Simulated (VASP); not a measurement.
# CsCdCl2 (P4/mmm) in VASP: further runs

CsCdCl2 is run at these levels: PBE; tasks: single point, relaxation of cell and atoms.

All numbers are computed with VASP 6.6.1; they aren't measurements. Logs are shortened: lines on timing, memory, paths and dates and some standing lists are left out, and cuts for length are marked.

## 1. The cell of the first run

The structure is tetragonal, space group P4/mmm (No. 123). The conventional cell has a = 3.950 Å, b = 3.950 Å, c = 7.847 Å, α = 90.00°, β = 90.00°, γ = 90.00°. Cs (site symmetry 4/mmm) has 8 Cl at 3.56 Å and 2 Cd at 3.92 Å and 4 Cs at 3.95 Å within 4.7 Å. Cd (site symmetry 4/mmm) has 8 Cl at 3.27 Å and 2 Cs at 3.92 Å and 4 Cd at 3.95 Å within 4.3 Å. Within 4.5 Å of Cl (site symmetry 4mm) lie 4 Cd at 3.27 Å and 6 Cl at 3.42 to 4.43 Å and 4 Cs at 3.56 Å.

## 2. Single point, PBE

Contents of INCAR:

```
PREC = Accurate
ENCUT = 520
EDIFF = 1E-7
ISMEAR = 0
SIGMA = 0.1
LREAL = F
LASPH = T
NELM = 100
ALGO = Normal
ISIF = 2
LWAVE = F
LCHARG = T
GGA = PE
LELF = T
LVHAR = T
NBANDS = 26
```

Contents of KPOINTS:

```
regular mesh
0
Gamma
  12 12 6
```

Contents of POSCAR:

```
CsCdCl2
1.0
    3.9500631312      0.0000000000      0.0000000000
    0.0000000000      3.9500631312      0.0000000000
    0.0000000000      0.0000000000      7.8469688346
Cs Cd Cl
1 1 2
Direct
    0.0000000000      0.0000000000      0.5000000000
    0.0000000000      0.0000000000      0.0000000000
    0.5000000000      0.5000000000      0.2179042935
    0.5000000000      0.5000000000      0.7820957065
```

Potentials or basis: VASP PAW PBE potentials, release 64 (Cs_sv, Cd, Cl).

The run is started by

```bash
$ cat potpaw_PBE.64/Cs_sv/POTCAR potpaw_PBE.64/Cd/POTCAR potpaw_PBE.64/Cl/POTCAR > POTCAR
$ mpirun -np 1 vasp_std > vasp.out
```

OUTCAR:

```text
PREC = Accurate
   ENCUT = 520
   EDIFF = 1E-7
   ISMEAR = 0
   LREAL = F
   LASPH = T
   NELM = 100
   ISIF = 2
   GGA = PE

 ion  position               nearest neighbor table
   1  0.000  0.000  0.500-
   2  0.000  0.000  0.000-
   3  0.500  0.500  0.218-
   4  0.500  0.500  0.782-

  LATTYP: Found a simple tetragonal cell.
 ALAT       =     3.9500631312
 C/A-ratio  =     1.9865426384

  Lattice vectors:

 A1 = (   3.9500631312,   0.0000000000,   0.0000000000)
 A2 = (   0.0000000000,   3.9500631312,   0.0000000000)
 A3 = (   0.0000000000,   0.0000000000,   7.8469688346)

Analysis of symmetry for initial positions (statically):
=====================================================================
 Subroutine PRICEL returns:
 Original cell was already a primitive cell.

 Routine SETGRP: Setting up the symmetry group for a
 simple tetragonal supercell.

 Subroutine GETGRP returns: Found 16 space group operations
 (whereof 16 operations were pure point group operations)
 out of a pool of 16 trial point group operations.

The static configuration has the point symmetry D_4h.

Analysis of symmetry for dynamics (positions and initial velocities):
=====================================================================
 Subroutine PRICEL returns:
 Original cell was already a primitive cell.

 Routine SETGRP: Setting up the symmetry group for a
 simple tetragonal supercell.

 Subroutine GETGRP returns: Found 16 space group operations
 (whereof 16 operations were pure point group operations)
 out of a pool of 16 trial point group operations.

The dynamic configuration has the point symmetry D_4h.

 Subroutine INISYM returns: Found 16 space group operations
 (whereof 16 operations are pure point group operations),
 and found     1 'primitive' translations

----------------------------------------------------------------------------------------

                                     Primitive cell

  volume of cell :     122.4362

  direct lattice vectors                    reciprocal lattice vectors
     3.950063131  0.000000000  0.000000000     0.253160511  0.000000000  0.000000000
     0.000000000  3.950063131  0.000000000     0.000000000  0.253160511  0.000000000
     0.000000000  0.000000000  7.846968835     0.000000000  0.000000000  0.127437743

  length of vectors
     3.950063131  3.950063131  7.846968835     0.253160511  0.253160511  0.127437743

  position of ions in fractional coordinates (direct lattice)
     0.000000000  0.000000000  0.500000000
     0.000000000  0.000000000  0.000000000
     0.500000000  0.500000000  0.217904293
     0.500000000  0.500000000  0.782095707

  ion indices of the primitive-cell ions
   primitive index   ion index
                 1           1
                 2           2
                 3           3
                 4           4

----------------------------------------------------------------------------------------

 KPOINTS: regular mesh

Automatic generation of k-mesh.
 Grid dimensions read from file:
 generate k-points for:   12   12    6

 Generating k-lattice:

  Cartesian coordinates                     Fractional coordinates (reciprocal lattice)
     0.021096709  0.000000000  0.000000000     0.083333333  0.000000000  0.000000000
     0.000000000  0.021096709  0.000000000     0.000000000  0.083333333  0.000000000
     0.000000000  0.000000000  0.021239624     0.000000000  0.000000000  0.166666667

  Length of vectors
     0.021096709  0.021096709  0.021239624

  Shift w.r.t. Gamma in fractional coordinates (k-lattice)
     0.000000000  0.000000000  0.000000000

 Subroutine IBZKPT returns following result:
 ===========================================

 Found    112 irreducible k-points:

 Following reciprocal coordinates:
            Coordinates               Weight
  0.000000  0.000000  0.000000      1.000000
  0.083333  0.000000  0.000000      4.000000
  0.166667  0.000000  0.000000      4.000000
  0.250000  0.000000  0.000000      4.000000
  0.333333  0.000000  0.000000      4.000000
  0.416667  0.000000  0.000000      4.000000
[... 16 lines left out ...]
  0.333333  0.333333  0.000000      4.000000
  0.416667  0.333333  0.000000      8.000000
 [... further k-points ...]
   k-points           NKPTS =    112   k-points in BZ     NKDIM =    112   number of bands    NBANDS=     26
   number of dos      NEDOS =    301   number of ions     NIONS =      4
   total plane-waves  NPLWV =  54000
   dimension x,y,z NGX =    30 NGY =   30 NGZ =   60
   dimension x,y,z NGXF=    60 NGYF=   60 NGZF=  120
   ions per type =               1   1   2
   NGX,Y,Z   is equivalent  to a cutoff of  12.63, 12.63, 12.71 a.u.
   NGXF,Y,Z  is equivalent  to a cutoff of  25.25, 25.25, 25.42 a.u.
 SYSTEM =  unknown system
   PREC   = accura    normal or accurate (medium, high low for compatibility)
   ISTART =      0    job   : 0-new  1-cont  2-samecut
   ICHARG =      2    charge: 1-file 2-atom 10-const
   ISPIN  =      1    spin polarized calculation?
   LNONCOLLINEAR =      F non collinear calculations
   LSORBIT =      F    spin-orbit coupling
   LASPH  =      T    aspherical Exc in radial PAW
   ENCUT  =  520.0 eV  38.22 Ry    6.18 a.u.   7.34  7.34 14.59*2*pi/ulx,y,z
   NELM   =    100;   NELMIN=  2; NELMDL= -5     # of ELM steps
   EDIFF  = 0.1E-06   stopping-criterion for ELM
   LREAL  =      F    real-space projection
   EDIFFG = 0.1E-05   stopping-criterion for IOM
   NSW    =      0    number of steps for IOM
   IBRION =     -1    ionic relax: 0-MD 1-quasi-New 2-CG
   NFREE  =      0    steps in history (QN), initial steepest desc. (CG)
   ISIF   =      2    stress and relaxation
   ISYM   =      2    0-nonsym 1-usesym 2-fastsym
   POTIM  = 0.5000    time-step for ionic-motion
   TEBEG  =    0.0;   TEEND  =   0.0 temperature during run
   PSTRESS=    0.0 pullay stress
   NELECT =      35.0000    total number of electrons
   NUPDOWN=      -1.0000    fix difference up-down
   EMIN   =  10.00;   EMAX   =-10.00  energy-range for DOS
   EFERMI =   0.00;   METHOD = LEGACY
   ISMEAR =     0;   SIGMA  =   0.10  broadening in eV -4-tet -1-fermi 0-gaus
   EFERMI_NEDOS =   21; number of points for ismear=-14 and -15
   IALGO  =     38    algorithm
   IMIX   =      4    mixing-type and parameters
     AMIX     =   0.40;   BMIX     =  1.00
     AMIX_MAG =   1.60;   BMIX_MAG =  1.00
  volume/ion in A,a.u.               =      30.61       206.56
  Fermi-wavevector in a.u.,A,eV,Ry     =   1.078436  2.037948 15.823891  1.163023
  Thomas-Fermi vector in A             =   2.214374
   LORBIT       =      0    0 simple, 1 ext, 2 COOP (PROOUT), +10 PAW based schemes
   GGA     = PE    functional components
   LHFCALC =     F    Hartree Fock is set to
   AEXX    =    0.0000 exact exchange contribution
   IVDW    =     0    specifies the selected vdW correction
   LEPSILON=     F    determine dielectric tensor
   LRPA    =     F    only Hartree local field effects (RPA)
 non-spin polarized calculation
 Gauss-broadening in eV      SIGMA  =   0.10
  energy-cutoff  :      520.00
  volume of cell :      122.44
 maximum number of plane-waves:      3337
 NGX is ok and might be reduce to    30
   NGX = 15   NGY = 15   NGZ = 29

 number of electron      35.0000002 magnetization

 Free energy of the ion-electron system (eV)
  ---------------------------------------------------
  ext. energy  EPLUGINS =         0.00000000
  ---------------------------------------------------
  free energy    TOTEN  =        -9.39597485 eV

  energy without entropy =       -9.38008240  energy(sigma->0) =       -9.38802862

 E-fermi :   1.9439     XC(G=0):  -8.6921

 val. band max:        1.9390594203   @ k =   0.3333   0.3333   0.5000
 cond. band min:       1.9464880917   @ k =   0.5000   0.2500   0.5000
 fundamental gap:      0.0074286715
 Fermi energy:         1.9439026608

 k-point     1 :       0.0000    0.0000    0.0000
  band No.  band energies     occupation
      1     -19.9857      2.00000
      2     -13.0174      2.00000
      3     -12.8688      2.00000
      4      -6.7069      2.00000
      5      -6.3131      2.00000
      6      -6.3131      2.00000
[... 18 lines left out ...]
     25       9.2984      0.00000
     26       9.4074      0.00000

 k-point     2 :       0.0833    0.0000    0.0000
  band No.  band energies     occupation
      1     -19.9780      2.00000
      2     -13.0118      2.00000
      3     -12.8601      2.00000
      4      -6.7109      2.00000
      5      -6.4006      2.00000
      6      -6.3038      2.00000
[... 18 lines left out ...]
     25       8.9026      0.00000
     26       9.3679      0.00000

 k-point     3 :       0.1667    0.0000    0.0000
  band No.  band energies     occupation
      1     -19.9568      2.00000
      2     -12.9966      2.00000
      3     -12.8360      2.00000
      4      -6.7217      2.00000
      5      -6.6209      2.00000
      6      -6.2783      2.00000
[... 18 lines left out ...]
     25       8.6120      0.00000
     26       9.2556      0.00000

 k-point     4 :       0.2500    0.0000    0.0000
  band No.  band energies     occupation
      1     -19.9276      2.00000
      2     -12.9762      2.00000
      3     -12.8025      2.00000
      4      -6.8931      2.00000
      5      -6.7368      2.00000
      6      -6.2427      2.00000
[... 18 lines left out ...]
     25       8.5420      0.00000
     26       9.0939      0.00000

 k-point     5 :       0.3333    0.0000    0.0000
  band No.  band energies     occupation
      1     -19.8979      2.00000
      2     -12.9564      2.00000
      3     -12.7684      2.00000
      4      -7.1398      2.00000
      5      -6.7523      2.00000
      6      -6.2316      2.00000
[... 18 lines left out ...]
     25       8.8927      0.00000
     26       8.9260      0.00000

 k-point     6 :       0.4167    0.0000    0.0000
  band No.  band energies     occupation
      1     -19.8760      2.00000
      2     -12.9423      2.00000
      3     -12.7430      2.00000
      4      -7.3071      2.00000
      5      -6.7639      2.00000
      6      -6.2290      2.00000
[... 427 lines left out ...]
 k-point    21 :       0.4167    0.2500    0.0000
  band No.  band energies     occupation
      1     -19.8228      2.00000
      2     -12.8802      2.00000
      3     -12.6843      2.00000
      4      -7.2642      2.00000
      5      -6.7805      2.00000
      6      -6.6577      2.00000
[... 18 lines left out ...]
     25       8.2393      0.00000
     26       8.9748      0.00000

 k-point    22 :       0.5000    0.2500    0.0000
  band No.  band energies     occupation
      1     -19.8150      2.00000
      2     -12.8734      2.00000
      3     -12.6754      2.00000
      4      -7.3263      2.00000
      5      -6.7728      2.00000
      6      -6.6541      2.00000
[... 18 lines left out ...]
     25       8.3368      0.00000
     26       9.1678      0.00000

 k-point    23 :       0.3333    0.3333    0.0000
  band No.  band energies     occupation
      1     -19.8161      2.00000
      2     -12.8699      2.00000
      3     -12.6771      2.00000
      4      -7.0684      2.00000
      5      -7.0578      2.00000
      6      -6.6292      2.00000
[... 18 lines left out ...]
     25       8.6582      0.00000
     26       8.7399      0.00000

 k-point    24 :       0.4167    0.3333    0.0000
  band No.  band energies     occupation
      1     -19.7957      2.00000
      2     -12.8485      2.00000
      3     -12.6542      2.00000
      4      -7.2425      2.00000
      5      -7.0445      2.00000
      6      -6.6015      2.00000
[... 18 lines left out ...]
     25       8.7258      0.00000
     26       9.1306      0.00000

 [... further k-points ...]

------------------------ aborting loop because EDIFF is reached ----------------------------------------

  FORCE on cell =-STRESS in cart. coord.  units (eV):
  Direction    XX          YY          ZZ          XY          YZ          ZX
  --------------------------------------------------------------------------------------
  -------------------------------------------------------------------------------------
  Total        0.0240199      0.0240199      0.0049925      0.0000000      0.0000000      0.0000000
  in kB        0.3143203      0.3143203      0.0653306      0.0000000      0.0000000      0.0000000
  external PRESSURE =       0.2313238 kB  Pullay stress =       0.0000000 kB

 VOLUME and BASIS-vectors are now :
 -----------------------------------------------------------------------------
  energy-cutoff  :      520.00
  volume of cell :      122.44
      direct lattice vectors                 reciprocal lattice vectors
     3.950063131  0.000000000  0.000000000     0.253160511  0.000000000  0.000000000
     0.000000000  3.950063131  0.000000000     0.000000000  0.253160511  0.000000000
     0.000000000  0.000000000  7.846968835     0.000000000  0.000000000  0.127437743

 POSITION                                       TOTAL-FORCE (eV/Angst)
 -----------------------------------------------------------------------------------
      0.00000      0.00000      3.92348         0.000000      0.000000      0.000000
      0.00000      0.00000      0.00000         0.000000      0.000000      0.000000
      1.97503      1.97503      1.70989        -0.000000     -0.000000      0.001469
      1.97503      1.97503      6.13708         0.000000      0.000000     -0.001469
 -----------------------------------------------------------------------------------
    total drift:                                0.000000      0.000000      0.000000

  FREE ENERGIE OF THE ION-ELECTRON SYSTEM (eV)
  ---------------------------------------------------
  free  energy   TOTEN  =        -9.3959748499 eV

  energy  without entropy=       -9.3800823950  energy(sigma->0) =       -9.38802862
```

It took 2.1 min on 1 thread of Intel Xeon 6975P-C (Granite Rapids), shared host; peak memory 0.47 GiB.

Results:

* Free energy: -9.3960 eV
* Pressure: 0.0 GPa
* Band gap on the k mesh: zero (an odd number of electrons rules out a gap without spin polarisation)

Caveat: spin-orbit coupling is left out, which moves the levels of the heavy elements; an odd number of electrons without spin polarisation forces a metal; a magnetic or distorted state may lie lower.

## 3. Relaxation of cell and atoms, PBE

This run uses another cell than the first one, of 30.50 Å³/atom.

Contents of INCAR:

```
SYSTEM = CsCdCl2
ALGO = Normal
EDIFF = 1E-6
EDIFFG = -0.01
ENCUT = 600
GGA = PE
IBRION = 2
ISIF = 3
ISMEAR = 0
LASPH = .TRUE.
LCHARG = .FALSE.
LREAL = .FALSE.
LWAVE = .FALSE.
NELM = 100
NSW = 100
PREC = Accurate
SIGMA = 0.1
```

Contents of KPOINTS:

```
k-points
0
G
  12 12 6
  0 0 0
```

Contents of POSCAR:

```
CsCdCl2
1.0
    3.9312913184      0.0000000000      0.0000000000
    0.0000000000      3.9312913184      0.0000000000
    0.0000000000      0.0000000000      7.8947236484
Cs Cd Cl
1 1 2
Direct
    0.0000000000      0.0000000000      0.5000000000
    0.0000000000      0.0000000000      0.0000000000
    0.5000000000      0.5000000000      0.2204170207
    0.5000000000      0.5000000000      0.7795829793
```

Potentials or basis: VASP PAW PBE potentials, release 64 (Cs_sv, Cd, Cl).

The run is started by

```bash
$ cat potpaw_PBE.64/Cs_sv/POTCAR potpaw_PBE.64/Cd/POTCAR potpaw_PBE.64/Cl/POTCAR > POTCAR
$ mpirun -np 1 vasp_std > vasp.out
```

It took 5.5 min on 1 thread of Intel Xeon 6975P-C (Granite Rapids), shared host; peak memory 0.53 GiB.

The run converged. Its results:

```yaml
Free_energy: -9.3957 eV
Relaxed_volume: 30.65 Å³/atom
Relaxed_cell: a = 3.954 Å, b = 3.954 Å, c = 7.841 Å, α = 90.00°, β = 90.00°, γ = 90.00°
Space_group_after_relaxing_to_0.1_Å: P4/mmm (No. 123)
Energy_gained_by_relaxing: 0.7 meV/atom
Ionic_steps: 7
Pressure_after_relaxing: 0.0 GPa
Largest_force_after_relaxing: 0.008 eV/Å
Band_gap_on_the_k_mesh: zero (an odd number of electrons rules out a gap without spin polarisation)
```

Forces in eV/Å, atoms in the order of the input:
```
Cs   0.000  0.000  0.000
Cd   0.000  0.000  0.000
Cl   0.000  0.000 -0.008
Cl   0.000  0.000  0.008
```

The path:
```tsv
step	energy change (eV)	largest force (eV/Å)	pressure (GPa)	volume (Å³)
1	0.0000	0.0626	0.12	122.01
2	-0.0014	0.0520	0.05	122.41
3	-0.0023	0.0367	-0.05	122.99
4	-0.0024	0.0310	-0.07	123.16
5	-0.0026	0.0234	-0.03	122.89
6	-0.0027	0.0142	0.03	122.56
7	-0.0028	0.0084	0.01	122.61
```

Final structure:
```xyz
4
Lattice="3.9544 0.0000 0.0000 0.0000 3.9544 0.0000 0.0000 0.0000 7.8413" Properties=species:S:1:pos:R:3 pbc="T T T"
Cs    3.9544    0.0000    3.9206
Cd    3.9544    0.0000    0.0000
Cl    1.9772    1.9772    1.7120
Cl    1.9772    1.9772    6.1293
```

Levels at points of the mesh, in eV from the Fermi level:
```csv
k point,band 15,band 16,band 17,band 18,band 19,band 20,band 21
"(0.00, 0.00, 0.00)",-2.54,-2.54,-2.41,-1.08,3.20,3.28,3.41
"(0.50, 0.00, 0.00)",-2.58,-2.46,-2.44,0.27,3.34,3.99,4.65
"(0.50, 0.50, 0.00)",-3.40,-3.40,-2.30,-0.60,3.73,3.94,3.94
"(0.00, 0.00, 0.50)",-2.84,-2.42,-2.42,-0.55,2.23,3.22,3.63
"(0.50, 0.00, 0.50)",-2.52,-2.51,-2.38,0.41,2.84,3.49,4.85
"(0.50, 0.50, 0.50)",-3.08,-3.08,-2.81,-0.34,2.78,3.59,3.59
```

Caveat: spin-orbit coupling is left out, which moves the levels of the heavy elements; an odd number of electrons without spin polarisation forces a metal; a magnetic or distorted state may lie lower.

(Part 1 of 2 ends here.)

The gap in the log of VASP goes by the Fermi energy; the results here count the filled bands.